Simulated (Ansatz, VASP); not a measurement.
**Two plane-wave programs on BN**

```
B N
1.0
     1.25112    0.72234    3.37293
    -1.25112    0.72234    3.37293
     0.00000   -1.44467    3.37293
B N
1 1
Cartesian
  0.0000 0.0000 10.2055
  0.0000 0.0000 3.2977
```

Change from the starting cell: mode 4 (749.1 1/cm) frozen in, largest displacement +0.090 Å.

Alike in both runs: task single point; functional PBEsol; k mesh 12 × 12 × 12; occupations gaussian, width 0.05 eV; no spin polarisation.

|  | VASP | Ansatz |
| --- | --- | --- |
| version | VASP 6.6.1 | Ansatz 0.2.0 |
| potentials or method | VASP PAW PBE potentials, release 64 (B, N), cutoff 520 eV | scalar-relativistic, plane waves, PAW |
| valence electrons in the cell | 8 | 8 |

VASP gave:

* gap on the k mesh at the Fermi level (eV): 4.29
* least direct gap on the mesh (eV): 4.64
* pressure (GPa): -0.9
* traceless stress, the component that is largest in VASP (GPa): -2.89
* rms of the force components (eV/Å): 1.167

Q: Estimate Ansatz's values.

A: gap on the k mesh at the Fermi level (eV): 4.30; least direct gap on the mesh (eV): 4.65; pressure (GPa): -1.2; traceless stress, the component that is largest in VASP (GPa): -2.42; rms of the force components (eV/Å): 1.165.

VASP's potentials were made for PBE, not for PBEsol. Atom by atom the forces differ by 0.001 eV/Å (rms over components).
